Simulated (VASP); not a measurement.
Pt:

```
Pt
1.0
     2.77313    0.00000    0.00000
     1.38657    2.40160    0.00000
     1.38657    0.80053    2.26425
Pt
1
Direct
  0.00000 0.00000 0.00000
```

- Program: VASP 6.6.1
- Task: relaxation of cell and atoms
- Functional: r2SCAN
- Potentials or basis: VASP PAW PBE potentials, release 64 (Pt)
- Cutoff: 600 eV
- k mesh: 11 × 11 × 11
- Occupations: gaussian, width 0.05 eV
- Spin: no spin polarisation

At the start: pressure 4.4 GPa; volume 15.08 Å³/atom.

Task: Where does the relaxation end?

Result: Over 3 steps the energy falls by 3.0 meV/atom and the volume is 15.31 Å³/atom (+1.5 %); space group Fm-3m (No. 225, to 0.05 Å).

Step by step:
| step | energy change (eV) | largest force (eV/Å) | pressure (GPa) | volume (Å³) |
| --- | --- | --- | --- | --- |
| 1 | 0.0000 | 0.0000 | 4.35 | 15.08 |
| 2 | 0.0209 | 0.0000 | -10.70 | 15.99 |
| 3 | -0.0030 | 0.0000 | -0.06 | 15.31 |

Final structure:
```
Pt
1.0
     2.78732    0.00000    0.00000
     1.39366    2.41389    0.00000
     1.39366    0.80463    2.27584
Pt
1
Direct
  0.00000 0.00000 0.00000
```

Caveat: the PAW data sets were made with another functional, which shifts forces and pressure a little.
